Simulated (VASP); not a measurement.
# Sb (Pm-3m) in VASP: notebook, part 2 of 2

VASP 6.6.1. Earlier steps stand in the parts before.

**3. Relaxation of cell and atoms, PBEsol**

This run uses another cell than the first one, of 33.08 Å³/atom, 1.153 times its volume.

INCAR reads:

```
SYSTEM = Sb
PREC = Accurate ; ENCUT = 600
EDIFF = 1E-6 ; ISMEAR = 1
SIGMA = 0.1 ; LREAL = .False.
LASPH = .True. ; NELM = 100
ALGO = Normal ; ISIF = 3
LWAVE = .False. ; LCHARG = .False.
GGA = PS ; IBRION = 2
NSW = 80 ; EDIFFG = -0.03
```

KPOINTS reads:

```
regular mesh
0
Gamma
  14 14 14
  0 0 0
```

POSCAR reads:

```
Sb
1.0
    3.2100000000      0.0000000000      0.0000000000
    0.0000000000      3.2100000000      0.0000000000
    0.0000000000      0.0000000000      3.2100000000
Sb
1
Direct
    0.0000000000      0.0000000000      0.0000000000
```

Potentials or basis: VASP PAW PBE potentials, release 64 (Sb).

Run with:

```
> cat potpaw_PBE.64/Sb/POTCAR > POTCAR
> mpirun -np 1 vasp_std > vasp.out
```

OUTCAR:

```text
SYSTEM = Sb
   PREC = Accurate
   ENCUT = 600
   EDIFF = 1E-6
   ISMEAR = 1
   LREAL = .False.
   LASPH = .True.
   NELM = 100
   ISIF = 3
   GGA = PS
   IBRION = 2
   NSW = 80
   EDIFFG = -0.03

 ion  position               nearest neighbor table
   1  0.000  0.000  0.000-

  LATTYP: Found a simple cubic cell.
 ALAT       =     3.2100000000

  Lattice vectors:

 A1 = (   3.2100000000,   0.0000000000,   0.0000000000)
 A2 = (   0.0000000000,   3.2100000000,   0.0000000000)
 A3 = (   0.0000000000,   0.0000000000,   3.2100000000)

Analysis of symmetry for initial positions (statically):
=====================================================================
 Subroutine PRICEL returns:
 Original cell was already a primitive cell.

 Routine SETGRP: Setting up the symmetry group for a
 simple cubic supercell.

 Subroutine GETGRP returns: Found 48 space group operations
 (whereof 48 operations were pure point group operations)
 out of a pool of 48 trial point group operations.

The static configuration has the point symmetry O_h .

Analysis of symmetry for dynamics (positions and initial velocities):
=====================================================================
 Subroutine PRICEL returns:
 Original cell was already a primitive cell.

 Routine SETGRP: Setting up the symmetry group for a
 simple cubic supercell.

 Subroutine GETGRP returns: Found 48 space group operations
 (whereof 48 operations were pure point group operations)
 out of a pool of 48 trial point group operations.

The dynamic configuration has the point symmetry O_h .

 Subroutine INISYM returns: Found 48 space group operations
 (whereof 48 operations are pure point group operations),
 and found     1 'primitive' translations

----------------------------------------------------------------------------------------

                                     Primitive cell

  volume of cell :      33.0762
[... 110 lines left out ...]
  Thomas-Fermi vector in A             =   1.991287
   LORBIT       =      0    0 simple, 1 ext, 2 COOP (PROOUT), +10 PAW based schemes
   GGA     = PS    functional components
   LHFCALC =     F    Hartree Fock is set to
   AEXX    =    0.0000 exact exchange contribution
   IVDW    =     0    specifies the selected vdW correction
   LEPSILON=     F    determine dielectric tensor
   LRPA    =     F    only Hartree local field effects (RPA)
 conjugate gradient relaxation of ions
 non-spin polarized calculation
 Methfessel and Paxton  Order N= 1 SIGMA  =   0.10
  energy-cutoff  :      600.00
  volume of cell :       33.08
 maximum number of plane-waves:      1141
 NGX is ok and might be reduce to    28
   NGX = 13   NGY = 13   NGZ = 13

--------------------------------------- Ionic step        1  -------------------------------------------

 number of electron       5.0000000 magnetization

 Free energy of the ion-electron system (eV)
  ---------------------------------------------------
  ext. energy  EPLUGINS =         0.00000000
  ---------------------------------------------------
  free energy    TOTEN  =        -4.43846683 eV

  energy without entropy =       -4.43837673  energy(sigma->0) =       -4.43843680

------------------------ aborting loop because EDIFF is reached ----------------------------------------

  FORCE on cell =-STRESS in cart. coord.  units (eV):
  Direction    XX          YY          ZZ          XY          YZ          ZX
  --------------------------------------------------------------------------------------
  -------------------------------------------------------------------------------------
  Total       -1.3137987     -1.3137987     -1.3137987      0.0000000      0.0000000     -0.0000000
  in kB      -63.6391438    -63.6391438    -63.6391438      0.0000000      0.0000000     -0.0000000
  external PRESSURE =     -63.6391438 kB  Pullay stress =       0.0000000 kB
[... 22 lines left out ...]
--------------------------------------- Ionic step        2  -------------------------------------------

 number of electron       5.0000000 magnetization

 E-fermi :   8.1722     XC(G=0): -10.1505

 val. band max:        8.1441478376   @ k =   0.4286   0.3571   0.3571
 cond. band min:       8.1985389785   @ k =   0.2857   0.2143   0.0714
 fundamental gap:      0.0543911409
 Fermi energy:         8.1721852160

 k-point     1 :       0.0000    0.0000    0.0000
  band No.  band energies     occupation
      1      -4.9489      2.00000
      2      11.7059      0.00000
      3      11.7059      0.00000
      4      11.7059      0.00000
      5      15.2614      0.00000
      6      15.2614      0.00000
[... 241 lines left out ...]
--------------------------------------- Ionic step        3  -------------------------------------------

 number of electron       5.0000000 magnetization

 Free energy of the ion-electron system (eV)
  ---------------------------------------------------
  ext. energy  EPLUGINS =         0.00000000
  ---------------------------------------------------
  free energy    TOTEN  =        -4.53552242 eV

  energy without entropy =       -4.53509020  energy(sigma->0) =       -4.53537834

 E-fermi :   7.4013     XC(G=0):  -9.9083

 val. band max:        7.3910679353   @ k =   0.2857   0.2143   0.0000
 cond. band min:       7.4445765119   @ k =   0.5000   0.2857   0.2143
 fundamental gap:      0.0535085765
 Fermi energy:         7.4012928320

 k-point     1 :       0.0000    0.0000    0.0000
  band No.  band energies     occupation
      1      -5.2316      2.00000
      2      10.8125      0.00000
      3      10.8125      0.00000
      4      10.8125      0.00000
      5      14.4464      0.00000
      6      14.4464      0.00000
[... 235 lines left out ...]
  FREE ENERGIE OF THE ION-ELECTRON SYSTEM (eV)
  ---------------------------------------------------
  free  energy   TOTEN  =        -4.5355224163 eV

  energy  without entropy=       -4.5350902000  energy(sigma->0) =       -4.53537834

 reached required accuracy - stopping structural energy minimisation
```

CONTCAR:

```text
Sb
   1.00000000000000
     3.0635455459119050    0.0000000000000000   -0.0000000000000000
     0.0000000000000000    3.0635455459119050    0.0000000000000000
     0.0000000000000000    0.0000000000000000    3.0635455459119050
  Sb
     1
Direct
     0.0000000000000000    0.0000000000000000    0.0000000000000000

  0.00000000E+00  0.00000000E+00  0.00000000E+00
```

Run time: 50 s. Hardware: 1 thread of Intel Xeon Platinum 8375C at 2.90GHz (Ice Lake), shared host; peak memory 0.19 GiB.

What came out:

| Quantity | Value |
| --- | --- |
| Free energy | -4.5355 eV |
| Relaxed volume | 28.75 Å³/atom |
| Relaxed cell | a = 3.064 Å, b = 3.064 Å, c = 3.064 Å, α = 90.00°, β = 90.00°, γ = 90.00° |
| Space group after relaxing (to 0.05 Å) | Pm-3m (No. 221) |
| Energy gained by relaxing | 97.1 meV/atom |
| Ionic steps | 3 |
| Pressure after relaxing | 0.0 GPa |

The path:
```tsv
step	energy change (eV)	largest force (eV/Å)	pressure (GPa)	volume (Å³)
1	0.0000	0.0000	-6.36	33.08
2	-0.0790	0.0000	3.89	27.18
3	-0.0971	0.0000	-0.02	28.75
```

Final structure:
```yaml
crystal:
  lattice:
    - [3.06355, 0.00000, 0.00000]
    - [0.00000, 3.06355, 0.00000]
    - [0.00000, 0.00000, 3.06355]
  atoms:
    - { symbol: Sb, position: [0.00000, 0.00000, 0.00000] }
```

Levels at points of the mesh, in eV from the Fermi level:
```
           k point  band 1  band 2  band 3  band 4  band 5  band 6
(0.00, 0.00, 0.00)  -12.63    3.41    3.41    3.41    7.05    7.05
(0.50, 0.00, 0.00)  -10.07   -5.80    5.55    5.55    9.23   10.68
(0.50, 0.50, 0.00)   -7.34   -3.65   -3.65    2.04    7.74   13.26
(0.50, 0.50, 0.50)   -4.27   -1.62   -1.62   -1.62    4.82    4.82
```

Caveat: the PAW data sets were made with another functional, which shifts forces and pressure a little; spin-orbit coupling is left out, which moves the levels of the heavy elements.
